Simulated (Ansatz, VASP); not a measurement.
Nb in VASP and in Ansatz

```
CELL_PARAMETERS angstrom
-1.65882 1.65882 1.65882
1.65882 -1.65882 1.65882
1.65882 1.65882 -1.65882
ATOMIC_POSITIONS crystal
Nb 0.00000 0.00000 0.00000
```

Alike in both runs: task single point; functional PBE; k mesh 10 × 10 × 10; no spin polarisation.

|  | VASP | Ansatz |
| --- | --- | --- |
| version | VASP 6.6.1 | Ansatz 0.2.0 |
| potentials or method | VASP PAW PBE potentials, release 64 (Nb_sv), cutoff 500 eV | scalar-relativistic, plane waves, PAW |
| occupations | fermi-dirac, width 0.1 eV | fermi-dirac |
| valence electrons in the cell | 13 | 13 |

```tsv
	VASP	Ansatz	Ansatz less VASP
gap on the k mesh at the Fermi level (eV)	none	none	-
pressure (GPa)	-1.0	-0.6	+0.34
```

A gap of «none» marks a metal or a gap that the smearing closes.
